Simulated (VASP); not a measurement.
# Ge2N (P6/mmm) in VASP: a series of runs

Ge2N is run at these levels: PBE; tasks: single point.

Everything below comes from runs of VASP 6.6.1. Logs are shortened: lines on timing, memory, paths and dates and some standing lists are left out, and cuts for length are marked.

## Step 1: The cell of the first run

The structure is hexagonal, space group P6/mmm (No. 191). The conventional cell has a = 4.182 Å, b = 4.182 Å, c = 3.058 Å, α = 90.00°, β = 90.00°, γ = 120.00°. Within 3.2 Å of Ge (site symmetry -6m2) lie 5 Ge at 2.41 to 3.06 Å and 6 N at 2.86 Å. N (site symmetry 6/mmm) has 12 Ge at 2.86 Å and 2 N at 3.06 Å within 3.8 Å.

## Step 2: Single point, PBE

Contents of INCAR:

```
PREC = Accurate
ENCUT = 520
EDIFF = 1E-6
ISMEAR = 0
SIGMA = 0.1
LREAL = False
LASPH = True
NELM = 80
ALGO = Normal
ISIF = 2
LWAVE = False
LCHARG = False
GGA = PE
NBANDS = 24
```

Contents of KPOINTS:

```
regular mesh
0
Gamma
  6 6 4
```

Contents of POSCAR:

```
Ge2N
1.0
    4.1821583711      0.0000000000      0.0000000000
   -2.0910791856      3.6218553920      0.0000000000
    0.0000000000      0.0000000000      3.0575281647
Ge N
2 1
Direct
    0.3333333333      0.6666666667      0.5000000000
    0.6666666667      0.3333333333      0.5000000000
    0.0000000000      0.0000000000      0.0000000000
```

Potentials or basis: VASP PAW PBE potentials, release 64 (Ge_d, N).

The run is started by

```bash
$ cat potpaw_PBE.64/Ge_d/POTCAR potpaw_PBE.64/N/POTCAR > POTCAR
$ mpirun -np 1 vasp_std > vasp.out
```

OUTCAR:

```text
PREC = Accurate
   ENCUT = 520
   EDIFF = 1E-6
   ISMEAR = 0
   LREAL = False
   LASPH = True
   NELM = 80
   ISIF = 2
   GGA = PE

 ion  position               nearest neighbor table
   1  0.333  0.667  0.500-   2 2.41   2 2.41   2 2.41
   2  0.667  0.333  0.500-   1 2.41   1 2.41   1 2.41
   3  0.000  0.000  0.000-

  LATTYP: Found a hexagonal cell.
 ALAT       =     4.1821583711
 C/A-ratio  =     0.7310885656

  Lattice vectors:

 A1 = (   4.1821583711,   0.0000000000,   0.0000000000)
 A2 = (  -2.0910791856,   3.6218553920,   0.0000000000)
 A3 = (   0.0000000000,   0.0000000000,   3.0575281647)

Analysis of symmetry for initial positions (statically):
=====================================================================
 Subroutine PRICEL returns:
 Original cell was already a primitive cell.

 Routine SETGRP: Setting up the symmetry group for a
 hexagonal supercell.

 Subroutine GETGRP returns: Found 24 space group operations
 (whereof 24 operations were pure point group operations)
 out of a pool of 24 trial point group operations.

The static configuration has the point symmetry D_6h.

Analysis of symmetry for dynamics (positions and initial velocities):
=====================================================================
 Subroutine PRICEL returns:
 Original cell was already a primitive cell.

 Routine SETGRP: Setting up the symmetry group for a
 hexagonal supercell.

 Subroutine GETGRP returns: Found 24 space group operations
 (whereof 24 operations were pure point group operations)
 out of a pool of 24 trial point group operations.

The dynamic configuration has the point symmetry D_6h.

 Subroutine INISYM returns: Found 24 space group operations
 (whereof 24 operations are pure point group operations),
 and found     1 'primitive' translations

----------------------------------------------------------------------------------------

                                     Primitive cell

  volume of cell :      46.3129

  direct lattice vectors                    reciprocal lattice vectors
     4.182158371  0.000000000  0.000000000     0.239110983  0.138050791  0.000000000
    -2.091079186  3.621855392  0.000000000     0.000000000  0.276101581  0.000000000
[... 77 lines left out ...]
   ISPIN  =      1    spin polarized calculation?
   LNONCOLLINEAR =      F non collinear calculations
   LSORBIT =      F    spin-orbit coupling
   LASPH  =      T    aspherical Exc in radial PAW
   ENCUT  =  520.0 eV  38.22 Ry    6.18 a.u.   7.78  7.78  5.68*2*pi/ulx,y,z
   NELM   =     80;   NELMIN=  2; NELMDL= -5     # of ELM steps
   EDIFF  = 0.1E-05   stopping-criterion for ELM
   LREAL  =      F    real-space projection
   EDIFFG = 0.1E-04   stopping-criterion for IOM
   NSW    =      0    number of steps for IOM
   IBRION =     -1    ionic relax: 0-MD 1-quasi-New 2-CG
   NFREE  =      0    steps in history (QN), initial steepest desc. (CG)
   ISIF   =      2    stress and relaxation
   ISYM   =      2    0-nonsym 1-usesym 2-fastsym
   POTIM  = 0.5000    time-step for ionic-motion
   TEBEG  =    0.0;   TEEND  =   0.0 temperature during run
   PSTRESS=    0.0 pullay stress
   NELECT =      33.0000    total number of electrons
   NUPDOWN=      -1.0000    fix difference up-down
   EMIN   =  10.00;   EMAX   =-10.00  energy-range for DOS
   EFERMI =   0.00;   METHOD = LEGACY
   ISMEAR =     0;   SIGMA  =   0.10  broadening in eV -4-tet -1-fermi 0-gaus
   EFERMI_NEDOS =   21; number of points for ismear=-14 and -15
   IALGO  =     38    algorithm
   IMIX   =      4    mixing-type and parameters
     AMIX     =   0.40;   BMIX     =  1.00
     AMIX_MAG =   1.60;   BMIX_MAG =  1.00
  volume/ion in A,a.u.               =      15.44       104.18
  Fermi-wavevector in a.u.,A,eV,Ry     =   1.462218  2.763191 29.090365  2.138082
  Thomas-Fermi vector in A             =   2.578457
   LORBIT       =      0    0 simple, 1 ext, 2 COOP (PROOUT), +10 PAW based schemes
   GGA     = PE    functional components
   LHFCALC =     F    Hartree Fock is set to
   AEXX    =    0.0000 exact exchange contribution
   IVDW    =     0    specifies the selected vdW correction
   LEPSILON=     F    determine dielectric tensor
   LRPA    =     F    only Hartree local field effects (RPA)
 non-spin polarized calculation
 Gauss-broadening in eV      SIGMA  =   0.10
  energy-cutoff  :      520.00
  volume of cell :       46.31
 maximum number of plane-waves:      1277
 NGX is ok and might be reduce to    32
   NGX = 15   NGY = 15   NGZ = 11

 number of electron      32.9999996 magnetization

 Free energy of the ion-electron system (eV)
  ---------------------------------------------------
  ext. energy  EPLUGINS =         0.00000000
  ---------------------------------------------------
  free energy    TOTEN  =       -12.67232490 eV

  energy without entropy =      -12.65871417  energy(sigma->0) =      -12.66551954

 E-fermi :   5.6394     XC(G=0): -11.2927

 val. band max:        5.5882652989   @ k =   0.3333   0.1667   0.2500
 cond. band min:       5.7083735408   @ k =   0.3333   0.1667   0.0000
 fundamental gap:      0.1201082419
 Fermi energy:         5.6394258528

 k-point     1 :       0.0000    0.0000    0.0000
  band No.  band energies     occupation
      1     -19.2169      2.00000
      2     -19.0869      2.00000
      3     -19.0869      2.00000
      4     -19.0818      2.00000
      5     -19.0818      2.00000
      6     -19.0009      2.00000
[... 556 lines left out ...]
     23      17.9490      0.00000
     24      19.0446      0.00000

------------------------ aborting loop because EDIFF is reached ----------------------------------------

  FORCE on cell =-STRESS in cart. coord.  units (eV):
  Direction    XX          YY          ZZ          XY          YZ          ZX
  --------------------------------------------------------------------------------------
  -------------------------------------------------------------------------------------
  Total       -0.0089279     -0.0089279     -0.0067216      0.0000000      0.0000000     -0.0000000
  in kB       -0.3088565     -0.3088565     -0.2325307      0.0000000      0.0000000     -0.0000000
  external PRESSURE =      -0.2834146 kB  Pullay stress =       0.0000000 kB

 VOLUME and BASIS-vectors are now :
 -----------------------------------------------------------------------------
  energy-cutoff  :      520.00
  volume of cell :       46.31
      direct lattice vectors                 reciprocal lattice vectors
     4.182158371  0.000000000  0.000000000     0.239110983  0.138050791  0.000000000
    -2.091079186  3.621855392  0.000000000     0.000000000  0.276101581  0.000000000
     0.000000000  0.000000000  3.057528165     0.000000000  0.000000000  0.327061582

 POSITION                                       TOTAL-FORCE (eV/Angst)
 -----------------------------------------------------------------------------------
     -0.00000      2.41457      1.52876         0.000000     -0.000000     -0.000000
      2.09108      1.20729      1.52876        -0.000000      0.000000      0.000000
      0.00000      0.00000      0.00000         0.000000      0.000000      0.000000
 -----------------------------------------------------------------------------------
    total drift:                               -0.000000      0.000000      0.000000

  FREE ENERGIE OF THE ION-ELECTRON SYSTEM (eV)
  ---------------------------------------------------
  free  energy   TOTEN  =       -12.6723248991 eV

  energy  without entropy=      -12.6587141745  energy(sigma->0) =      -12.66551954
```

stdout:

```text
POSCAR found type information on POSCAR GeN
 POSCAR found :  2 types and       3 ions
 scaLAPACK will be used
 LDA part: xc-table for (Slater+PW92), standard interpolation
 POSCAR, INCAR and KPOINTS ok, starting setup
 FFT: planning ... GRIDC
 FFT: planning ... GRID_SOFT
 FFT: planning ... GRID
 WAVECAR not read
 entering main loop
```

Run time: 16 s. Hardware: 1 thread of AMD EPYC 7R13 (Zen 3), shared host; peak memory 0.14 GiB.

Results:

```yaml
Free_energy: -12.6723 eV
Pressure: 0.0 GPa
```

Caveat: the k points lie up to 0.51 Å⁻¹ apart.

## Step 3: Single point, PBE

This run uses another cell than the first one, of 13.29 Å³/atom, 0.861 times its volume.

Contents of INCAR:

```
  PREC = Accurate
  ENCUT = 520
  EDIFF = 1E-6
  ISMEAR = 0
  SIGMA = 0.1
  LREAL = False
  LASPH = True
  NELM = 80
  ALGO = Normal
  ISIF = 2
  LWAVE = False
  LCHARG = False
  GGA = PE
  NBANDS = 24
```

Contents of KPOINTS:

```
regular mesh
0
Gamma
  6 6 6
```

Contents of POSCAR:

```
Ge2N
1.0
    3.4939173548      0.0000000000      0.0000000000
   -1.7469586774      3.0258211880      0.0000000000
    0.0000000000      0.0000000000      3.7725021273
Ge N
2 1
Direct
    0.3333333333      0.6666666667      0.5000000000
    0.6666666667      0.3333333333      0.5000000000
    0.0000000000      0.0000000000      0.0000000000
```

Potentials or basis: VASP PAW PBE potentials, release 64 (Ge_d, N).

The run is started by

```bash
$ cat potpaw_PBE.64/Ge_d/POTCAR potpaw_PBE.64/N/POTCAR > POTCAR
$ mpirun -np 1 vasp_std > vasp.out
```

It took 18 s on 1 thread of AMD EPYC 7R13 (Zen 3), shared host; peak memory 0.13 GiB.

Results (log left out):

```yaml
Free_energy: -9.2032 eV
Pressure: 58.4 GPa
```

Stress tensor (GPa, compression positive):
```
 93.52   0.00   0.00
  0.00  93.52   0.00
  0.00   0.00 -11.93
```

Levels at points of the mesh, in eV from the Fermi level:
```tsv
k point	band 15	band 16	band 17	band 18	band 19	band 20
(0.00, 0.00, 0.00)	-0.97	-0.92	-0.92	3.13	3.37	5.43
(0.50, 0.00, 0.00)	-1.86	-0.70	0.26	1.02	2.28	4.83
(0.00, 0.00, 0.50)	-0.61	-0.42	-0.42	-0.03	4.35	4.72
(0.50, 0.00, 0.50)	-3.28	-1.07	-1.00	1.44	4.25	5.19
```

## Step 4: Single point, PBE

This run uses another cell than the first one, of 15.26 Å³/atom, 0.988 times its volume.

Contents of INCAR:

```
SYSTEM = Ge2N
PREC = Accurate
ENCUT = 520
EDIFF = 1E-6
ISMEAR = 0
SIGMA = 0.1
LREAL = .FALSE.
LASPH = .TRUE.
NELM = 100
ALGO = Normal
ISIF = 2
LWAVE = .FALSE.
LCHARG = .FALSE.
GGA = PE
NBANDS = 24
```

Contents of KPOINTS:

```
regular mesh
0
G
  6 6 6
  0 0 0
```

Contents of POSCAR:

```
Ge2N
1.0
    4.2418570713      0.0000000000      0.0000000000
   -2.1209285357      3.6735559830      0.0000000000
    0.0000000000      0.0000000000      2.9373281299
Ge N
2 1
Direct
    0.3333333333      0.6666666667      0.5000000000
    0.6666666667      0.3333333333      0.5000000000
    0.0000000000      0.0000000000      0.0000000000
```

The run is started by

```bash
$ cat potpaw_PBE.64/Ge_d/POTCAR potpaw_PBE.64/N/POTCAR > POTCAR
$ mpirun -np 1 vasp_std > vasp.out
```

Wall time 18 s (1 thread of AMD EPYC 7R13 (Zen 3), shared host); peak memory 0.14 GiB.

The run converged. Its results:

- Free energy: -12.6786 eV
- Pressure: 0.0 GPa

Stress tensor (GPa, compression positive):
```
 0.06  0.00  0.00
 0.00  0.06  0.00
 0.00  0.00 -0.06
```

Levels at points of the mesh, in eV from the Fermi level:
| k point | band 12 | band 13 | band 14 | band 15 | band 16 | band 17 | band 18 | band 19 | band 20 | band 21 |
| --- | --- | --- | --- | --- | --- | --- | --- | --- | --- | --- |
| (0.00, 0.00, 0.00) | -9.67 | -3.67 | -2.70 | -2.70 | -2.42 | -2.42 | -0.19 | 5.08 | 6.56 | 6.56 |
| (0.50, 0.00, 0.00) | -11.16 | -8.06 | -5.03 | 0.10 | 0.24 | 1.27 | 1.45 | 5.36 | 7.06 | 7.23 |
| (0.00, 0.00, 0.50) | -10.34 | -3.77 | -1.23 | -1.23 | -1.09 | -0.46 | -0.46 | -0.40 | 1.54 | 4.17 |
| (0.50, 0.00, 0.50) | -8.32 | -6.99 | -5.03 | -2.18 | -1.77 | -1.57 | -1.51 | 1.80 | 4.82 | 8.47 |

## Step 5: Summary

```tsv
cell	k mesh	gap on the mesh (eV)	pressure (GPa)
a = 4.182, b = 4.182, c = 3.058 Å, angles 90.0, 90.0, 120.0°, 3 atoms	6 × 6 × 4	none	0.0
a = 3.494, b = 3.494, c = 3.773 Å, angles 90.0, 90.0, 120.0°, 3 atoms	6 × 6 × 6	none	58.4
a = 4.242, b = 4.242, c = 2.937 Å, angles 90.0, 90.0, 120.0°, 3 atoms	6 × 6 × 6	none	0.0
```

Alike in all rows: task single point; level PBE; potentials or basis VASP PAW PBE potentials, release 64 (Ge_d, N); no spin polarisation; cutoff (eV) 520; smearing gaussian 0.1 eV.

Caveats: some runs use coarse meshes.

Absolute energies hang on the potentials; compare differences alone.
